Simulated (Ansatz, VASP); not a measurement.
# Two plane-wave programs on Zr

File INCAR:

```
PREC = Accurate ; ENCUT = 600
EDIFF = 1E-7 ; ISMEAR = 0
SIGMA = 0.1 ; LREAL = F
LASPH = T ; NELM = 100
ALGO = Fast ; ISIF = 3
LWAVE = F ; LCHARG = F
GGA = PS ; IBRION = 2
NSW = 80 ; EDIFFG = -0.01
```

Contents of KPOINTS:

```
Automatic mesh
0
Gamma
  18 18 8
```

POSCAR

```
Zr
1.0
    3.1840534306      0.0000000000      0.0000000000
   -1.5920267153      2.7574711579      0.0000000000
    0.0000000000      0.0000000000      5.1075306542
Zr
2
Direct
    0.3333333333      0.6666666667      0.2500000000
    0.6666666667      0.3333333333      0.7500000000
```

Input for Ansatz:

```yaml
crystal:
  lattice:
    - [3.1840534306, 0.0, 0.0]
    - [-1.5920267153, 2.7574711579, 0.0]
    - [0.0, 0.0, 5.1075306542]
  atoms:
    - { symbol: Zr, position: [0.3333333333, 0.6666666667, 0.25] }
    - { symbol: Zr, position: [0.6666666667, 0.3333333333, 0.75] }
basis:
  ecutwfc: 420
kpoints:
  mp_grid: { grid: [18, 18, 8] }
hamiltonian:
  xc: pbesol
scf:
  occupations: { method: gaussian, width: 0.1 }
output:
  forces: true
  stress: true
  eigenvalues: true
relax:
  adjacent_minimum: "off"
  f_tol: 0.01
  max_steps: 60
  cell: { stress_tol: 0.1 }
```

Alike in both runs: task relaxation of cell and atoms; functional PBEsol; k mesh 18 × 18 × 8; occupations gaussian, width 0.1 eV; no spin polarisation.

|  | VASP | Ansatz |
| --- | --- | --- |
| version | VASP 6.6.1 | Ansatz 0.2.0 |
| potentials or method | VASP PAW PBE potentials, release 64 (Zr_sv), cutoff 600 eV | scalar-relativistic, plane waves, PAW |
| valence electrons in the cell | 24 | 24 |

|  | VASP | Ansatz | Ansatz less VASP |
| --- | --- | --- | --- |
| gap on the k mesh at the Fermi level, each at its own relaxed structure (eV) | none | none | - |
| relaxed volume (Å³/atom) | 22.48 | 22.47 | -0.015 |
| relaxed cell length with the largest relative difference (Å) | 3.187 | 3.186 | -0.0009 |

VASP's potentials were made for PBE, not for PBEsol. A gap of «none» marks a metal or a gap that the smearing closes.
